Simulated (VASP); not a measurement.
The system is BaTiO3.

```
Ba Ti O
1.0
     2.84826    1.64444    2.33556
    -2.84826    1.64444    2.33556
     0.00000   -3.28888    2.33556
Ba Ti O
1 1 3
Direct
  0.00015 0.00015 0.00015
  0.51334 0.51334 0.51334
  0.48895 0.97972 0.48895
  0.48895 0.48895 0.97972
  0.97972 0.48895 0.48895
```

| Property | Result |
| --- | --- |
| Program | VASP 6.6.1 |
| Task | relaxation of cell and atoms |
| Functional | PBE |
| Potentials or basis | VASP PAW PBE potentials, release 64 (Ba_sv, Ti_sv, O) |
| Cutoff | 600 eV |
| k mesh | 6 × 6 × 6 |
| Occupations | gaussian, width 0.02 eV |
| Spin | no spin polarisation |

At the start: pressure 2.9 GPa; volume 13.13 Å³/atom.

Task: How do energy, volume and symmetry change on relaxing?

Result: Over 14 steps the energy falls by 3.7 meV/atom and the volume is 13.52 Å³/atom (+3.0 %); space group R3m (No. 160, to 0.05 Å).

Step by step:
```csv
step,energy change (eV),largest force (eV/Å),pressure (GPa),volume (Å³)
1,0.0000,0.0592,2.89,65.64
2,-0.0030,0.3685,-2.38,67.91
3,-0.0109,0.2286,-0.04,66.85
4,-0.0148,0.1570,-0.01,67.08
5,-0.0176,0.0780,0.17,67.48
6,-0.0181,0.0577,-0.31,67.74
7,-0.0181,0.0573,-0.30,67.74
8,-0.0185,0.0340,-0.01,67.65
9,-0.0185,0.0389,0.03,67.63
10,-0.0186,0.0099,-0.05,67.64
11,-0.0186,0.0066,-0.05,67.64
12,-0.0186,0.0062,0.03,67.60
13,-0.0186,0.0064,0.01,67.61
14,-0.0186,0.0038,0.00,67.61
```

Final structure:
```
CELL_PARAMETERS angstrom
2.87293 1.65869 2.36461
-2.87293 1.65869 2.36461
0.00000 -3.31738 2.36461
ATOMIC_POSITIONS crystal
Ba 0.00291 0.00291 0.00291
Ti 0.51797 0.51797 0.51797
O 0.48722 0.97578 0.48722
O 0.48722 0.48722 0.97578
O 0.97578 0.48722 0.48722
```
